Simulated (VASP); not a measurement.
# TiO2 (C2/m) in VASP: a series of runs

TiO2 is run at these levels: PBE+U; tasks: single point.

All numbers are computed with VASP 6.6.1; they aren't measurements. Logs are shortened: lines on timing, memory, paths and dates and some standing lists are left out, and cuts for length are marked.

### 1 The cell of the first run

It takes space group C2/m (No. 12, monoclinic). Conventional cell: a = 10.487 Å, b = 3.818 Å, c = 3.818 Å, α = 90.00°, β = 111.21°, γ = 90.00°. Ti (site symmetry m) has 6 O at 1.96 to 2.01 Å within 2.6 Å. O (site symmetry m) has 3 Ti at 1.96 to 2.01 Å and 2 O at 2.47 Å within 2.6 Å. Within 2.6 Å of O (site symmetry m) lie 3 Ti at 1.96 to 2.01 Å and 2 O at 2.47 Å.

### 2 Single point, PBE+U (strain +0.0025 x Voigt [0, 0, 0, 1, 0, 0])

Input file INCAR:

```
SYSTEM = TiO2
ALGO     = Normal         ! electronic algorithm
EDIFF    = 1E-7           ! SCF threshold, eV
ENCUT    = 520            ! plane-wave cutoff, eV
GGA      = PE             ! functional
ISIF     = 2              ! what is computed and relaxed
ISMEAR   = 0              ! smearing method
LASPH    = .TRUE.         ! aspherical terms in the spheres
LCHARG   = .FALSE.        ! write CHGCAR
LDAU     = .TRUE.         ! DFT+U
LDAUJ    = 0 0          
LDAUL    = 2 -1           ! shell
LDAUPRINT= 1            
LDAUTYPE = 2            
LDAUU    = 4 0            ! U, eV
LMAXMIX  = 4              ! l up to which the mixer works
LREAL    = .FALSE.        ! projectors in reciprocal space
LWAVE    = .FALSE.        ! write WAVECAR
NBANDS   = 33             ! bands
NELM     = 150            ! most SCF steps
PREC     = Accurate       ! precision mode
SIGMA    = 0.05           ! smearing width, eV
```

Input file KPOINTS:

```
k-points
0
G
  8 8 8
  0 0 0
```

Input file POSCAR:

```
TiO2
1.0
   -1.9089353641      1.9150458157      4.8907474301
    1.9089353641     -1.9028249125      4.8859750917
    1.9089353641      1.9028249125     -4.8859750917
Ti O
2 4
Direct
    0.0000000000      0.0000000000      0.0000000000
    0.7500000000      0.2500000000      0.5000000000
    0.2052765759      0.2052765759      0.0000000000
    0.9552765759      0.4552765759      0.5000000000
    0.5447234241      0.0447234241      0.5000000000
    0.7947234241      0.7947234241      0.0000000000
```

Potentials or basis: VASP PAW PBE potentials, release 64 (Ti_sv, O).

On the command line:

```
$ cat potpaw_PBE.64/Ti_sv/POTCAR potpaw_PBE.64/O/POTCAR > POTCAR
$ mpirun -np 1 vasp_std > vasp.out
```

OUTCAR:

```text
SYSTEM = TiO2
   EDIFF = 1E-7
   ENCUT = 520
   GGA = PE
   ISIF = 2
   ISMEAR = 0
   LASPH = .TRUE.
   LREAL = .FALSE.
   NELM = 150
   PREC = Accurate

 ion  position               nearest neighbor table
   1  0.000  0.000  0.000-   5 1.96   4 1.96   4 1.96   5 1.96   3 2.01   6 2.01
   2  0.750  0.250  0.500-   3 1.96   6 1.96   6 1.96   3 1.96   4 2.01   5 2.01
   3  0.205  0.205  0.000-   2 1.96   2 1.96   1 2.01
   4  0.955  0.455  0.500-   1 1.96   1 1.96   2 2.01
   5  0.545  0.045  0.500-   1 1.96   1 1.96   2 2.01
   6  0.795  0.795  0.000-   2 1.96   2 1.96   1 2.01

  LATTYP: Found a base centered monoclinic cell.
 ALAT       =    10.4868480001
 B/A-ratio  =     0.3640627506
 C/A-ratio  =     0.3640630350
 COS(beta)  =    -0.3617323264

  Lattice vectors:

 A1 = (  -1.9089353641,  -1.9028249125,   4.8859750917)
 A2 = (   1.9089353641,  -1.9028249125,   4.8859750917)
 A3 = (   0.0000000000,   3.8178707282,   0.0047723384)

Analysis of symmetry for initial positions (statically):
=====================================================================
 Subroutine PRICEL returns:
 Original cell was already a primitive cell.

 Routine SETGRP: Setting up the symmetry group for a
 base centered monoclinic supercell.

 Subroutine GETGRP returns: Found  4 space group operations
 (whereof  2 operations were pure point group operations)
 out of a pool of  4 trial point group operations.

The static configuration has the point symmetry C_1h.
 The point group associated with its full space group is C_2h.

Analysis of symmetry for dynamics (positions and initial velocities):
=====================================================================
 Subroutine PRICEL returns:
 Original cell was already a primitive cell.

 Routine SETGRP: Setting up the symmetry group for a
 base centered monoclinic supercell.

 Subroutine GETGRP returns: Found  4 space group operations
 (whereof  2 operations were pure point group operations)
[... 186 lines left out ...]

atom =   2  type =  1  l = 2

 onsite density matrix

spin component  1

  0.1038  0.0000  0.0000 -0.0001  0.0000
  0.0000  0.1000  0.0002 -0.0000  0.0001
  0.0000  0.0002  0.2445 -0.0000  0.0000
 -0.0001 -0.0000 -0.0000  0.1000  0.0000
  0.0000  0.0001  0.0000  0.0000  0.2455

spin component  2

  0.1038  0.0000  0.0000 -0.0001  0.0000
  0.0000  0.1000  0.0002 -0.0000  0.0001
  0.0000  0.0002  0.2445 -0.0000  0.0000
 -0.0001 -0.0000 -0.0000  0.1000  0.0000
  0.0000  0.0001  0.0000  0.0000  0.2455

 occupancies and eigenvectors

  o =  0.1000  v =  0.0191  0.0000 -0.0000  0.9998 -0.0000  0.0000  0.0000  0.0000  0.0000  0.0000      0.0000  0.0000  0.0000  0.0000  0.0000  0.0000  0.0000  0.0000  0.0000  0.0000
  o =  0.1000  v =  0.0000  0.0000  0.0000  0.0000  0.0000  0.0191  0.0000 -0.0000  0.9998 -0.0000      0.0000  0.0000  0.0000  0.0000  0.0000  0.0000  0.0000  0.0000  0.0000  0.0000
  o =  0.1000  v =  0.0000 -1.0000  0.0013  0.0000  0.0003  0.0000  0.0000  0.0000  0.0000  0.0000      0.0000  0.0000  0.0000  0.0000  0.0000  0.0000  0.0000  0.0000  0.0000  0.0000
  o =  0.1000  v =  0.0000  0.0000  0.0000  0.0000  0.0000  0.0000 -1.0000  0.0013  0.0000  0.0003      0.0000  0.0000  0.0000  0.0000  0.0000  0.0000  0.0000  0.0000  0.0000  0.0000
  o =  0.1038  v =  0.0000  0.0000  0.0000  0.0000  0.0000  0.9998  0.0000 -0.0000 -0.0191 -0.0000      0.0000  0.0000  0.0000  0.0000  0.0000  0.0000  0.0000  0.0000  0.0000  0.0000
  o =  0.1038  v =  0.9998  0.0000 -0.0000 -0.0191 -0.0000  0.0000  0.0000  0.0000  0.0000  0.0000      0.0000  0.0000  0.0000  0.0000  0.0000  0.0000  0.0000  0.0000  0.0000  0.0000
  o =  0.2445  v = -0.0000 -0.0013 -1.0000  0.0000  0.0012  0.0000  0.0000  0.0000  0.0000  0.0000      0.0000  0.0000  0.0000  0.0000  0.0000  0.0000  0.0000  0.0000  0.0000  0.0000
  o =  0.2445  v =  0.0000  0.0000  0.0000  0.0000  0.0000 -0.0000 -0.0013 -1.0000  0.0000  0.0012      0.0000  0.0000  0.0000  0.0000  0.0000  0.0000  0.0000  0.0000  0.0000  0.0000
  o =  0.2455  v =  0.0000  0.0000  0.0000  0.0000  0.0000  0.0000  0.0003  0.0012  0.0000  1.0000      0.0000  0.0000  0.0000  0.0000  0.0000  0.0000  0.0000  0.0000  0.0000  0.0000
  o =  0.2455  v =  0.0000  0.0003  0.0012  0.0000  1.0000  0.0000  0.0000  0.0000  0.0000  0.0000      0.0000  0.0000  0.0000  0.0000  0.0000  0.0000  0.0000  0.0000  0.0000  0.0000

 number of electron      47.9999994 magnetization

 Free energy of the ion-electron system (eV)
  ---------------------------------------------------
  ext. energy  EPLUGINS =         0.00000000
  ---------------------------------------------------
  free energy    TOTEN  =       -48.50075183 eV

  energy without entropy =      -48.50075183  energy(sigma->0) =      -48.50075183

 E-fermi :   3.4372     XC(G=0): -10.5141

 val. band max:        3.1968189209   @ k =  -0.3750   0.3750  -0.0000
 cond. band min:       5.8812503944   @ k =   0.0000   0.0000   0.0000
 fundamental gap:      2.6844314735
 Fermi energy:         3.4371631006

 k-point     1 :       0.0000    0.0000    0.0000
  band No.  band energies     occupation
      1     -54.2966      2.00000
      2     -54.2521      2.00000
      3     -30.6465      2.00000
      4     -30.4499      2.00000
      5     -30.4499      2.00000
      6     -30.3959      2.00000
[... 853 lines left out ...]
     32       9.4129      0.00000
     33      10.2048      0.00000

 [... further k-points ...]
[... 5 lines left out ...]
  --------------------------------------------------------------------------------------
  -------------------------------------------------------------------------------------
  Total        1.9964497      1.9966092      1.5873704      0.0000000     -0.1067956      0.0000000
  in kB       44.8914786     44.8950637     35.6930614      0.0000000     -2.4013688      0.0000000
  external PRESSURE =      41.8265346 kB  Pullay stress =       0.0000000 kB

 VOLUME and BASIS-vectors are now :
 -----------------------------------------------------------------------------
  energy-cutoff  :      520.00
  volume of cell :       71.25
      direct lattice vectors                 reciprocal lattice vectors
    -1.908935364  1.915045816  4.890747430     0.000000000  0.261798657  0.101956518
     1.908935364 -1.902824913  4.885975092     0.261926103 -0.000127855  0.102283926
     1.908935364  1.902824913 -4.885975092     0.261926103  0.261926512 -0.000327408

 POSITION                                       TOTAL-FORCE (eV/Angst)
 -----------------------------------------------------------------------------------
      0.00000      0.00000      0.00000        -0.000000      0.011861     -0.000144
     -0.00000      1.91199      2.44657         0.000000     -0.011861      0.000144
      0.00000      0.00251      2.00693         0.000000     -0.017120      0.150228
      0.00000      1.91450      4.45350        -0.000000      0.004090      0.150244
      0.00000      1.90948      0.43963         0.000000      0.017120     -0.150228
      0.00000      0.00971      7.76979         0.000000     -0.004090     -0.150244
 -----------------------------------------------------------------------------------
    total drift:                                0.000000      0.000000     -0.000000

  FREE ENERGIE OF THE ION-ELECTRON SYSTEM (eV)
  ---------------------------------------------------
  free  energy   TOTEN  =       -48.5007518269 eV

  energy  without entropy=      -48.5007518269  energy(sigma->0) =      -48.50075183
```

stdout:

```text
POSCAR found type information on POSCAR TiO
 POSCAR found :  2 types and       6 ions
 scaLAPACK will be used
 LDA part: xc-table for (Slater+PW92), standard interpolation
 POSCAR, INCAR and KPOINTS ok, starting setup
 FFT: planning ... GRIDC
 FFT: planning ... GRID_SOFT
 FFT: planning ... GRID
 WAVECAR not read
 entering main loop
```

Wall time 8.7 min (1 thread of AMD EPYC 9R45 (Zen 5), shared host); peak memory 0.41 GiB.

Results:

| Quantity | Value |
| --- | --- |
| Free energy | -48.5008 eV |
| Pressure | 4.2 GPa |
| Largest force | 0.151 eV/Å |
| Band gap on the k mesh | 2.68 eV, indirect (least direct gap 2.95 eV) |

Forces on the atoms (eV/Å):
```
Ti   0.000  0.012  0.000
Ti   0.000 -0.012  0.000
O    0.000 -0.017  0.150
O    0.000  0.004  0.150
O    0.000  0.017 -0.150
O    0.000 -0.004 -0.150
```

Eigenvalues of the final occupation matrices:
```csv
site,spin,trace,eigenvalues
site 1 d,1,0.79,0.10 0.10 0.10 0.24 0.25
site 1 d,2,0.79,0.10 0.10 0.10 0.24 0.25
site 2 d,1,0.79,0.10 0.10 0.10 0.24 0.25
site 2 d,2,0.79,0.10 0.10 0.10 0.24 0.25
```

Caveat: the cell differs from its parent crystal (strain +0.0025 x Voigt [0, 0, 0, 1, 0, 0]). A k mesh can miss the band edges.

### 3 Single point, PBE+U (strain +0.0125 x Voigt [0, 0, 0, 1, 0, 0])

Input file INCAR:

```
  ALGO = Normal
  EDIFF = 1E-6
  ENCUT = 520
  GGA = PE
  ISIF = 2
  ISMEAR = 0
  LASPH = T
  LCHARG = F
  LDAU = T
  LDAUJ = 0 0
  LDAUL = 2 -1
  LDAUPRINT = 1
  LDAUTYPE = 2
  LDAUU = 4 0
  LMAXMIX = 4
  LREAL = F
  LWAVE = F
  NBANDS = 33
  NELM = 150
  PREC = Accurate
  SIGMA = 0.05
```

Input file KPOINTS:

```
k-points
0
Gamma
  8 8 8
```

Changes to POSCAR since step 2:

```diff
@@ -2,5 +2,5 @@
 1.0
-   -1.9089353641      1.9150458157      4.8907474301
-    1.9089353641     -1.9028249125      4.8859750917
-    1.9089353641      1.9028249125     -4.8859750917
+   -1.9089353641      1.9394876220      4.9002921069
+    1.9089353641     -1.8783831062      4.8764304149
+    1.9089353641      1.8783831062     -4.8764304149
 Ti O
```

Potentials or basis: VASP PAW PBE potentials, release 64 (Ti_sv, O).

On the command line:

```
$ cat potpaw_PBE.64/Ti_sv/POTCAR potpaw_PBE.64/O/POTCAR > POTCAR
$ mpirun -np 1 vasp_std > vasp.out
```

Wall time 13 min (1 thread of AMD EPYC 9R45 (Zen 5), shared host); peak memory 0.4 GiB.

The run converged. Its results:

```
Free energy            : -48.4975 eV
Pressure               : 4.2 GPa
Largest force          : 0.173 eV/Å
Band gap on the k mesh : 2.68 eV, indirect (least direct gap 2.95 eV)
```

Forces in eV/Å, atoms in the order of the input:
```
Ti   0.000  0.059 -0.003
Ti   0.000 -0.059  0.003
O    0.000 -0.086  0.150
O    0.000  0.020  0.151
O    0.000  0.086 -0.150
O    0.000 -0.020 -0.151
```

Stress tensor (GPa, compression positive):
```
 4.48  0.00  0.00
 0.00  4.50 -1.20
 0.00 -1.20  3.58
```

Levels at points of the mesh, in eV from the valence-band top:
```tsv
k point	band 22	band 23	band 24	band 25	band 26	band 27
(0.00, 0.00, 0.00)	-0.72	-0.36	-0.36	2.68	3.36	4.41
(0.50, 0.00, 0.00)	-0.86	-0.82	-0.66	3.70	3.90	3.98
(0.00, 0.50, 0.00)	-0.86	-0.81	-0.65	3.70	3.88	3.98
(0.50, 0.50, 0.00)	-1.88	-0.05	-0.03	3.69	3.72	4.12
(0.00, 0.50, 0.50)	-0.86	-0.81	-0.65	3.70	3.85	3.98
(0.50, 0.50, 0.50)	-1.19	-0.08	-0.08	3.01	3.01	4.23
```

Eigenvalues of the final occupation matrices:
```tsv
site	spin	trace	eigenvalues
site 1 d	1	0.79	0.10 0.10 0.10 0.24 0.25
site 1 d	2	0.79	0.10 0.10 0.10 0.24 0.25
site 2 d	1	0.79	0.10 0.10 0.10 0.24 0.25
site 2 d	2	0.79	0.10 0.10 0.10 0.24 0.25
```

Caveat: the cell differs from its parent crystal (strain +0.0125 x Voigt [0, 0, 0, 1, 0, 0]). A k mesh can miss the band edges.

(Continued in part 2 of 2.)
